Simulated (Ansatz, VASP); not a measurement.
## One calculation of Ti, two programs

INCAR

```
SYSTEM = Ti
PREC     = Accurate       ! precision mode
ENCUT    = 520            ! plane-wave cutoff, eV
EDIFF    = 1E-6           ! SCF threshold, eV
ISMEAR   = 0              ! smearing method
SIGMA    = 0.15           ! smearing width, eV
LREAL    = .FALSE.        ! projectors in reciprocal space
LASPH    = .TRUE.         ! aspherical terms in the spheres
NELM     = 100            ! most SCF steps
ALGO     = Fast           ! electronic algorithm
ISIF     = 2              ! what is computed and relaxed
LWAVE    = .FALSE.        ! write WAVECAR
LCHARG   = .FALSE.        ! write CHGCAR
GGA      = PE             ! functional
NBANDS   = 12             ! bands
```

KPOINTS

```
regular mesh
0
G
  22 22 22
  0 0 0
```

File POSCAR:

```
Ti
1.0
   -1.5896847914      1.5896847914      1.7486532705
    1.5896847914     -1.5896847914      1.7486532705
    1.5896847914      1.5896847914     -1.7486532705
Ti
1
Direct
    0.0000000000      0.0000000000      0.0000000000
```

Input for Ansatz:

```yaml
crystal:
  lattice:
    - [-1.5896847914, 1.5896847914, 1.7486532705]
    - [1.5896847914, -1.5896847914, 1.7486532705]
    - [1.5896847914, 1.5896847914, -1.7486532705]
  atoms:
    - { symbol: Ti, position: [0.0, 0.0, 0.0] }
basis:
  ecutwfc: 420
kpoints:
  mp_grid: { grid: [22, 22, 22] }
hamiltonian:
  xc: pbe
scf:
  occupations: { method: gaussian, width: 0.15 }
output:
  forces: true
  stress: true
  eigenvalues: true
```

Alike in both runs: task single point; functional PBE; k mesh 22 × 22 × 22; occupations gaussian, width 0.15 eV; no spin polarisation.

|  | VASP | Ansatz |
| --- | --- | --- |
| version | VASP 6.6.1 | Ansatz 0.2.0 |
| potentials or method | VASP PAW PBE potentials, release 64 (Ti_sv), cutoff 520 eV | scalar-relativistic, plane waves, PAW |
| valence electrons in the cell | 12 | 12 |

|  | VASP | Ansatz | Ansatz less VASP |
| --- | --- | --- | --- |
| gap on the k mesh at the Fermi level (eV) | none | none | - |
| pressure (GPa) | -2.4 | -2.2 | +0.25 |
| traceless stress, the component that is largest in VASP (GPa) | 1.36 | 1.35 | -0.006 |

A gap of «none» marks a metal or a gap that the smearing closes. With one functional, cell and mesh, what is left measures potentials, basis and numerics.
